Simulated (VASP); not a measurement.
The system is BAs (alt).

```
B As
1.0
     0.00000    2.38850    2.38850
     2.38850    0.00000    2.38850
     2.38850    2.38850    0.00000
B As
1 1
Direct
  0.00000 0.00000 0.00000
  0.75000 0.75000 0.75000
```

| Property | Result |
| --- | --- |
| Program | VASP 6.6.1 |
| Task | relaxation of cell and atoms |
| Functional | PBE |
| Potentials or basis | VASP PAW PBE potentials, release 64 (B, As) |
| Cutoff | 500 eV |
| k mesh | 10 × 10 × 10 |
| Occupations | gaussian, width 0.02 eV |
| Spin | no spin polarisation |

At the start: pressure 3.4 GPa; volume 13.63 Å³/atom.

Question: Where does the relaxation end?

Answer: Over 3 steps the energy falls by 3.6 meV/atom and the volume is 13.97 Å³/atom (+2.5 %); space group F-43m (No. 216, to 0.05 Å).

Step by step:
| step | energy change (eV) | largest force (eV/Å) | pressure (GPa) | volume (Å³) |
| --- | --- | --- | --- | --- |
| 1 | 0.0000 | 0.0000 | 3.44 | 27.25 |
| 2 | -0.0037 | 0.0000 | -2.19 | 28.42 |
| 3 | -0.0071 | 0.0000 | 0.01 | 27.93 |

Final structure:
```
CELL_PARAMETERS angstrom
0.00000 2.40825 2.40825
2.40825 0.00000 2.40825
2.40825 2.40825 0.00000
ATOMIC_POSITIONS crystal
B 0.00000 0.00000 0.00000
As 0.75000 0.75000 0.75000
```
